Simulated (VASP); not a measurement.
A run of VASP 6.6.1 is set up as follows.

The input INCAR:

```
PREC = Accurate
ENCUT = 600
EDIFF = 1E-6
ISMEAR = -1
SIGMA = 0.15
LREAL = False
LASPH = True
NELM = 100
ALGO = Fast
ISIF = 4
LWAVE = False
LCHARG = False
GGA = PS
IBRION = 2
NSW = 80
EDIFFG = -0.001
```

KPOINTS

```
regular mesh
0
Gamma
  24 24 24
```

File POSCAR:

```
Cu
1.0
   -1.4537040292      1.4537040292      1.3716698496
    1.4537040292     -1.4537040292      1.3716698496
    1.4537040292      1.4537040292     -1.3716698496
Cu
1
Direct
    0.0000000000      0.0000000000      0.0000000000
```

Potentials or basis: VASP PAW PBE potentials, release 64 (Cu).

The run is started by

```bash
$ cat potpaw_PBE.64/Cu/POTCAR > POTCAR
$ mpirun -np 1 vasp_std > vasp.out
```

(1) Estimate the band gap on the k mesh.

Answers

(1) zero (an odd number of electrons rules out a gap without spin polarisation).
